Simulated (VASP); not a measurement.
# MnS in VASP: notebook, part 2 of 2

VASP 6.6.1.

### Step 4. Single point, r2SCAN, collinear spin, ferromagnetic start

Input file POSCAR:

```
MnS
1.0
    3.0990400000      0.0000000000      0.0000000000
    0.0000000000      3.0990400000      0.0000000000
    0.0000000000      0.0000000000      3.0990400000
Mn S
1 1
Direct
    0.5257440412      0.5107674881      0.4705682428
    0.0263876777      0.0127074813     -0.0295782823
```

Input file INCAR.step1:

```
ALGO = Normal
EDIFF = 1E-4
ENCUT = 520
GGA = PE
ISMEAR = -1
ISPIN = 2
LASPH = True
LCHARG = False
LMAXMIX = 4
LREAL = False
LWAVE = True
MAGMOM = 5.2 0
NBANDS = 20
NELM = 150
PREC = Accurate
SIGMA = 0.01
```

Input file INCAR.step2:

```
ALGO = Normal
EDIFF = 1E-7
ENCUT = 520
ISIF = 2
ISMEAR = -1
ISPIN = 2
ISTART = 1
LASPH = True
LCHARG = False
LMAXMIX = 4
LMIXTAU = True
LORBIT = 11
LREAL = False
LWAVE = False
MAGMOM = 5.2 0
METAGGA = R2SCAN
NBANDS = 20
NELM = 150
PREC = Accurate
SIGMA = 0.01
```

Input file KPOINTS:

```
k-points
0
Gamma
  5 5 5
```

Potentials or basis: VASP PAW PBE potentials, release 64 (Mn_pv, S).

Started as:

```console
$ cat potpaw_PBE.64/Mn_pv/POTCAR potpaw_PBE.64/S/POTCAR > POTCAR
$ cp INCAR.step1 INCAR
$ mpirun -np 1 vasp_std > vasp.out
$ cp INCAR.step2 INCAR
$ mpirun -np 1 vasp_std > vasp.out
```

OUTCAR:

```text
EDIFF = 1E-7
   ENCUT = 520
   ISIF = 2
   ISMEAR = -1
   ISPIN = 2
   ISTART = 1
   LASPH = True
   LORBIT = 11
   LREAL = False
   METAGGA = R2SCAN
   NELM = 150
   PREC = Accurate

 ion  position               nearest neighbor table
   1  0.526  0.511  0.471-   2 2.68   2 2.68   2 2.68   2 2.68   2 2.69   2 2.69   2 2.69   2 2.69

   2  0.026  0.013  0.970-   1 2.68   1 2.68   1 2.68   1 2.68   1 2.69   1 2.69   1 2.69   1 2.69

  LATTYP: Found a simple cubic cell.
 ALAT       =     3.0990400000

  Lattice vectors:

 A1 = (   3.0990400000,   0.0000000000,   0.0000000000)
 A2 = (   0.0000000000,   3.0990400000,   0.0000000000)
 A3 = (   0.0000000000,   0.0000000000,   3.0990400000)

Analysis of symmetry for initial positions (statically):
=====================================================================
 Subroutine PRICEL returns:
 Original cell was already a primitive cell.

 Routine SETGRP: Setting up the symmetry group for a
 simple cubic supercell.

 Subroutine GETGRP returns: Found  1 space group operations
 (whereof  1 operations were pure point group operations)
 out of a pool of 48 trial point group operations.

The static configuration has the point symmetry C_1 .

Analysis of symmetry for dynamics (positions and initial velocities):
=====================================================================
 Subroutine PRICEL returns:
 Original cell was already a primitive cell.

 Routine SETGRP: Setting up the symmetry group for a
 simple cubic supercell.

 Subroutine GETGRP returns: Found  1 space group operations
 (whereof  1 operations were pure point group operations)
 out of a pool of 48 trial point group operations.

The dynamic configuration has the point symmetry C_1 .

Analysis of structural, dynamic, and magnetic symmetry:
=====================================================================
 Subroutine PRICEL returns:
 Original cell was already a primitive cell.

 Routine SETGRP: Setting up the symmetry group for a
 simple cubic supercell.

 Subroutine GETGRP returns: Found  1 space group operations
 (whereof  1 operations were pure point group operations)
 out of a pool of 48 trial point group operations.

The overall configuration has the point symmetry C_1 .

 Subroutine INISYM returns: Found  1 space group operations
 (whereof  1 operations are pure point group operations),
 and found     1 'primitive' translations

----------------------------------------------------------------------------------------

                                     Primitive cell

  volume of cell :      29.7633

  direct lattice vectors                    reciprocal lattice vectors
     3.099040000  0.000000000  0.000000000     0.322680572  0.000000000  0.000000000
     0.000000000  3.099040000  0.000000000     0.000000000  0.322680572  0.000000000
     0.000000000  0.000000000  3.099040000     0.000000000  0.000000000  0.322680572

  length of vectors
     3.099040000  3.099040000  3.099040000     0.322680572  0.322680572  0.322680572

  position of ions in fractional coordinates (direct lattice)
     0.525744041  0.510767488  0.470568243
     0.026387678  0.012707481  0.970421718

  ion indices of the primitive-cell ions
   primitive index   ion index
                 1           1
                 2           2

[... 59 lines left out ...]
   NGX,Y,Z   is equivalent  to a cutoff of  12.87, 12.87, 12.87 a.u.
   NGXF,Y,Z  is equivalent  to a cutoff of  25.75, 25.75, 25.75 a.u.
 SYSTEM =  unknown system
   PREC   = accura    normal or accurate (medium, high low for compatibility)
   ISTART =      1    job   : 0-new  1-cont  2-samecut
   ICHARG =      0    charge: 1-file 2-atom 10-const
   ISPIN  =      2    spin polarized calculation?
   LNONCOLLINEAR =      F non collinear calculations
   LSORBIT =      F    spin-orbit coupling
   LASPH  =      T    aspherical Exc in radial PAW
   ENCUT  =  520.0 eV  38.22 Ry    6.18 a.u.   5.76  5.76  5.76*2*pi/ulx,y,z
   NELM   =    150;   NELMIN=  2; NELMDL=  0     # of ELM steps
   EDIFF  = 0.1E-06   stopping-criterion for ELM
   LREAL  =      F    real-space projection
   EDIFFG = 0.1E-05   stopping-criterion for IOM
   NSW    =      0    number of steps for IOM
   IBRION =     -1    ionic relax: 0-MD 1-quasi-New 2-CG
   NFREE  =      0    steps in history (QN), initial steepest desc. (CG)
   ISIF   =      2    stress and relaxation
   ISYM   =      2    0-nonsym 1-usesym 2-fastsym
   POTIM  = 0.5000    time-step for ionic-motion
   TEBEG  =    0.0;   TEEND  =   0.0 temperature during run
   PSTRESS=    0.0 pullay stress
   NELECT =      19.0000    total number of electrons
   NUPDOWN=      -1.0000    fix difference up-down
   EMIN   =  10.00;   EMAX   =-10.00  energy-range for DOS
   EFERMI =   0.00;   METHOD = LEGACY
   ISMEAR =    -1;   SIGMA  =   0.01  broadening in eV -4-tet -1-fermi 0-gaus
   EFERMI_NEDOS =   21; number of points for ismear=-14 and -15
   IALGO  =     38    algorithm
   IMIX   =      4    mixing-type and parameters
     AMIX     =   0.40;   BMIX     =  1.00
     AMIX_MAG =   1.60;   BMIX_MAG =  1.00
  volume/ion in A,a.u.               =      14.88       100.43
  Fermi-wavevector in a.u.,A,eV,Ry     =   1.409610  2.663776 27.034766  1.986999
  Thomas-Fermi vector in A             =   2.531648
   LORBIT       =     11    0 simple, 1 ext, 2 COOP (PROOUT), +10 PAW based schemes
   METAGGA = R2SCAN    functional components
   LHFCALC =     F    Hartree Fock is set to
   AEXX    =    0.0000 exact exchange contribution
   IVDW    =     0    specifies the selected vdW correction
   LEPSILON=     F    determine dielectric tensor
   LRPA    =     F    only Hartree local field effects (RPA)
 spin polarized calculation
  energy-cutoff  :      520.00
  volume of cell :       29.76
 maximum number of plane-waves:       812
   NGX = 11   NGY = 11   NGZ = 11

 number of electron      19.0000012 magnetization       4.4239999

 Free energy of the ion-electron system (eV)
  ---------------------------------------------------
  ext. energy  EPLUGINS =         0.00000000
  ---------------------------------------------------
  free energy    TOTEN  =       -23.55024782 eV

  energy without entropy =      -23.55019613  energy(sigma->0) =      -23.55022198

 E-fermi :   8.7979     XC(G=0): -12.3079

 val. band max:        8.7400607496   @ k =   0.4000   0.2000   0.4000
 cond. band min:       8.8496137005   @ k =   0.2000   0.4000   0.4000
 fundamental gap:      0.1095529510
 Fermi energy:         8.7979411796

 spin component 1

 k-point     1 :       0.0000    0.0000    0.0000
  band No.  band energies     occupation
      1     -44.3838      1.00000
      2     -44.3244      1.00000
      3     -44.3244      1.00000
      4      -7.5913      1.00000
      5       3.9483      1.00000
      6       4.0414      1.00000
[... 541 lines left out ...]
     19      24.9967      0.00000
     20      25.9667      0.00000

 [... further k-points ...]

 spin component 2

 k-point     1 :       0.0000    0.0000    0.0000
  band No.  band energies     occupation
      1     -38.5288      1.00000
      2     -38.5051      1.00000
      3     -38.5050      1.00000
      4      -7.4711      1.00000
      5       6.8212      1.00000
      6       6.8216      1.00000
[... 541 lines left out ...]
     19      25.6960      0.00000
     20      27.1781      0.00000

 [... further k-points ...]
[... 5 lines left out ...]
  --------------------------------------------------------------------------------------
  -------------------------------------------------------------------------------------
  Total        1.5424430      1.3092677      1.3096273      0.0007161     -0.0003530      0.0023009
  in kB       83.0305947     70.4786348     70.4979920      0.0385474     -0.0190002      0.1238569
  external PRESSURE =      74.6690739 kB  Pullay stress =       0.0000000 kB

 VOLUME and BASIS-vectors are now :
 -----------------------------------------------------------------------------
  energy-cutoff  :      520.00
  volume of cell :       29.76
      direct lattice vectors                 reciprocal lattice vectors
     3.099040000  0.000000000  0.000000000     0.322680572  0.000000000  0.000000000
     0.000000000  3.099040000  0.000000000     0.000000000  0.322680572  0.000000000
     0.000000000  0.000000000  3.099040000     0.000000000  0.000000000  0.322680572

 POSITION                                       TOTAL-FORCE (eV/Angst)
 -----------------------------------------------------------------------------------
      1.62930      1.58289      1.45831        -0.008812      0.008316      0.005502
      0.08178      0.03938      3.00738         0.008812     -0.008316     -0.005502
 -----------------------------------------------------------------------------------
    total drift:                               -0.023763      0.002867      0.012814

  FREE ENERGIE OF THE ION-ELECTRON SYSTEM (eV)
  ---------------------------------------------------
  free  energy   TOTEN  =       -23.5502478190 eV

  energy  without entropy=      -23.5501961327  energy(sigma->0) =      -23.55022198

 total charge

# of ion       s       p       d       tot
------------------------------------------
    1        0.222   6.165   4.973  11.359
    2        1.346   2.408   0.000   3.754
--------------------------------------------------
tot          1.568   8.573   4.973  15.114

 magnetization (x)

# of ion       s       p       d       tot
------------------------------------------
    1        0.014   0.034   4.139   4.187
    2        0.031   0.007   0.000   0.038
--------------------------------------------------
tot          0.046   0.041   4.139   4.226
```

It took 82 s on 1 thread of Intel Xeon 6975P-C (Granite Rapids), shared host; peak memory 0.18 GiB.

Results:

```
Free energy                                           : -23.5502 eV
Pressure                                              : 7.5 GPa
Largest force                                         : 0.013 eV/Å
Net moment                                            : 4.42 μB per cell
Site moments                                          : Mn +4.19; S +0.04 μB
Valence electrons inside the program's atomic spheres : Mn 11.36; S 3.75
```

Forces in eV/Å, atoms in the order of the input:
```
Mn  -0.009  0.008  0.006
S    0.009 -0.008 -0.006
```

Stress tensor (GPa, compression positive):
```
8.30 0.00 0.01
0.00 7.05 0.00
0.01 0.00 7.05
```

Caveat: the k points lie up to 0.41 Å⁻¹ apart; the PAW data sets were made with another functional, which shifts forces and pressure a little; a cell with one magnetic atom can't hold antiferromagnetic order, which such compounds often take; semilocal functionals often make such compounds metallic where correlation or magnetic order opens a gap, which also shifts bond lengths. With open d or f shells a metallic result of r2SCAN can be an artefact of self-interaction; +U or a hybrid may open a gap.

### Step 5. Overview

```tsv
cell	gap on the mesh (eV)	pressure (GPa)	moment (μB)	largest force (eV/Å)
as given, atomic positions A	none	7.7	4.42	0.10
as given, atomic positions B	none	7.7	4.42	0.10
as given, atomic positions C	none	7.5	4.42	0.01
```

Alike in all rows: task single point; level r2SCAN; potentials or basis VASP PAW PBE potentials, release 64 (Mn_pv, S); spin collinear, ferromagnetic start; k mesh 5 × 5 × 5; cutoff (eV) 520; smearing fermi-dirac 0.01 eV.

Caveats: all runs use coarse meshes; the PAW data sets were made with another functional, which shifts forces and pressure a little; a cell with one magnetic atom can't hold antiferromagnetic order, which such compounds often take; semilocal functionals often make such compounds metallic where correlation or magnetic order opens a gap, which also shifts bond lengths.

Total energies depend on the potentials used, so only differences within one code and one set of settings carry meaning.

The gap in the log of VASP goes by the Fermi energy; the results here count the filled bands.